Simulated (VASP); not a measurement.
Set up this calculation in VASP 6.6.1, as the native input.

* Task: single point
* Functional: HSE06
* Potentials or basis: VASP PAW PBE potentials, release 64 (Pb_d)
* Cutoff: 520 eV
* k mesh: 4 × 4 × 4
* Occupations: fermi-dirac, width 0.05 eV
* Spin: no spin polarisation
* Dipole correction: no
* Grid for exact exchange (PRECFOCK): Normal
* Further INCAR settings: ALGO = Normal; EDIFF = 1e-06; NBANDS = 21
* Share of exact exchange: 0.25
* Screening parameter: 0.2079 1/Å

Crystal: Pb.

```
Pb
1.0
     0.00000    3.50188    3.50188
     3.50188    0.00000    3.50188
     3.50188    3.50188    0.00000
Pb
2
Direct
  0.25000 0.25000 0.25000
  0.00000 0.00000 0.00000
```

This isn't the form of Pb at room conditions, which is fcc.

The input as run:

POSCAR

```
Pb
1.0
    0.0000000000      3.5018779516      3.5018779516
    3.5018779516      0.0000000000      3.5018779516
    3.5018779516      3.5018779516      0.0000000000
Pb
2
Direct
    0.2500000000      0.2500000000      0.2500000000
    0.0000000000      0.0000000000      0.0000000000
```

INCAR.step1

```
SYSTEM = Pb
ALGO = Normal ; EDIFF = 1E-5
ENCUT = 520 ; GGA = PE
ISIF = 2 ; ISMEAR = -1
LASPH = .True. ; LCHARG = .False.
LREAL = .False. ; LWAVE = .True.
NBANDS = 21 ; NELM = 60
PREC = Accurate ; SIGMA = 0.05
```

INCAR.step2

```
SYSTEM = Pb
ALGO = Normal ; EDIFF = 1E-6
ENCUT = 520 ; GGA = PE
HFSCREEN = 0.2079 ; ISIF = 2
ISMEAR = -1 ; ISTART = 1
LASPH = .True. ; LCHARG = .False.
LHFCALC = .True. ; LREAL = .False.
LWAVE = .False. ; NBANDS = 21
NELM = 60 ; PREC = Accurate
PRECFOCK = Normal ; SIGMA = 0.05
```

KPOINTS

```
k-points
0
Gamma
  4 4 4
  0 0 0
```

Potentials or basis: VASP PAW PBE potentials, release 64 (Pb_d).

Launch:

```console
$ cat potpaw_PBE.64/Pb_d/POTCAR > POTCAR
$ cp INCAR.step1 INCAR
$ mpirun -np 1 vasp_std > vasp.out
$ cp INCAR.step2 INCAR
$ mpirun -np 1 vasp_std > vasp.out
```

Results of the run:

* Pressure: -0.1 GPa
* Band gap on the k mesh: zero (bands 14 and 15 overlap by 1.20 eV)

Caveat: the k points lie up to 0.39 Å⁻¹ apart, too coarse for converged energies and pressures of a metal; the PAW data sets were made with another functional, which shifts forces and pressure a little; spin-orbit coupling is left out, which moves the levels of the heavy elements.

Run time: 27 min on 1 thread of Intel(R) Xeon(R) Platinum 8259CL CPU @ 2.50GHz (Skylake/Cascade Lake), with other jobs on the host, peak memory 0.34 GiB.
